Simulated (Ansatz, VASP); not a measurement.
# One calculation of Al4P, two programs

The input INCAR:

```
SYSTEM = Al4P
ALGO = Normal
EDIFF = 1E-6
EDIFFG = -0.04
ENCUT = 600
GGA = PE
IBRION = 2
ISIF = 3
ISMEAR = 0
LASPH = .TRUE.
LCHARG = .FALSE.
LREAL = .FALSE.
LWAVE = .FALSE.
NELM = 60
NSW = 90
PREC = Accurate
SIGMA = 0.1
```

The input KPOINTS:

```
k-points
0
G
  6 6 6
  0 0 0
```

The input POSCAR:

```
Al4P
1.0
   -2.1131884500      2.1131884500      5.0701607100
    2.1131884500     -2.1131884500      5.0701607100
    2.1131884500      2.1131884500     -5.0701607100
Al P
4 1
Direct
    0.7500000000      0.2500000000      0.5000000000
    0.6177941000      0.6177941000      0.0000000000
    0.3822059000      0.3822059000      0.0000000000
    0.2500000000      0.7500000000      0.5000000000
    0.0000000000      0.0000000000      0.0000000000
```

Input for Ansatz:

```yaml
crystal:
  lattice:
    - [-2.11318845, 2.11318845, 5.07016071]
    - [2.11318845, -2.11318845, 5.07016071]
    - [2.11318845, 2.11318845, -5.07016071]
  atoms:
    - { symbol: Al, position: [0.75, 0.25, 0.5] }
    - { symbol: Al, position: [0.6177941, 0.6177941, 0.0] }
    - { symbol: Al, position: [0.3822059, 0.3822059, 0.0] }
    - { symbol: Al, position: [0.25, 0.75, 0.5] }
    - { symbol: P, position: [0.0, 0.0, 0.0] }
basis:
  ecutwfc: 420
kpoints:
  mp_grid: { grid: [6, 6, 6] }
hamiltonian:
  xc: pbe
scf:
  occupations: { method: gaussian, width: 0.1 }
  lower_state_search: "off"
output:
  forces: true
  stress: true
  eigenvalues: true
relax:
  adjacent_minimum: "off"
  f_tol: 0.04
  max_steps: 70
  cell: { stress_tol: 0.4 }
```

Change from the starting cell: species swapped into the BaIn4 type (I4/mmm, No. 139).

Alike in both runs: task relaxation of cell and atoms; functional PBE; k mesh 6 × 6 × 6; occupations gaussian, width 0.1 eV; no spin polarisation.

|  | VASP | Ansatz |
| --- | --- | --- |
| version | VASP 6.6.1 | Ansatz 0.2.0 |
| potentials or method | VASP PAW PBE potentials, release 64 (Al, P), cutoff 600 eV | scalar-relativistic, plane waves, PAW |
| valence electrons in the cell | 17 | 17 |

Ansatz gave:

```
gap on the k mesh at the Fermi level, each at its own relaxed structure (eV) : none
relaxed volume (Å³/atom)                                                     : 18.07
relaxed cell length with the largest relative difference (Å)                 : 7.127
```

Which values does VASP return?

gap on the k mesh at the Fermi level, each at its own relaxed structure (eV): none; relaxed volume (Å³/atom): 18.16; relaxed cell length with the largest relative difference (Å): 7.599.

A gap of «none» marks a metal or a gap that the smearing closes. One of these differences is far larger than is usual between the two programs; its cause wasn't traced.
